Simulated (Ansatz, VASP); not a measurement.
Two plane-wave programs on AlIn2Sb2As

```
CELL_PARAMETERS angstrom
5.26090 0.00000 0.00000
0.00000 5.26090 0.00000
0.00000 0.00000 6.54853
ATOMIC_POSITIONS crystal
Al 0.50000 0.50000 0.00000
In 0.00000 0.50000 0.00000
In 0.50000 0.00000 0.00000
Sb 0.00000 0.00000 0.28975
Sb 0.00000 0.00000 0.71025
As 0.50000 0.50000 0.50000
```

Change from the starting cell: species swapped into the Sr2CuSeO2 type (P4/mmm, No. 123).

Alike in both runs: task relaxation of cell and atoms; functional PBE; k mesh 4 × 4 × 4; occupations gaussian, width 0.1 eV; no spin polarisation.

```csv
,VASP,Ansatz
version,VASP 6.6.1,Ansatz 0.2.0
potentials or method,"VASP PAW PBE potentials, release 64 (Al, In_d, Sb, As), cutoff 600 eV","scalar-relativistic, plane waves, PAW"
valence electrons in the cell,44,74
```

Ansatz gave:

* gap on the k mesh at the Fermi level, each at its own relaxed structure (eV): none
* relaxed volume (Å³/atom): 29.93
* relaxed cell length with the largest relative difference (Å): 5.705

What did VASP give for the same quantities?

gap on the k mesh at the Fermi level, each at its own relaxed structure (eV): none; relaxed volume (Å³/atom): 29.84; relaxed cell length with the largest relative difference (Å): 5.697.

A gap of «none» marks a metal or a gap that the smearing closes. VASP's potentials hold 44 valence electrons a cell and Ansatz's 74, so a difference there can come from the potentials and not from the codes.

Neither program's run includes spin-orbit coupling.
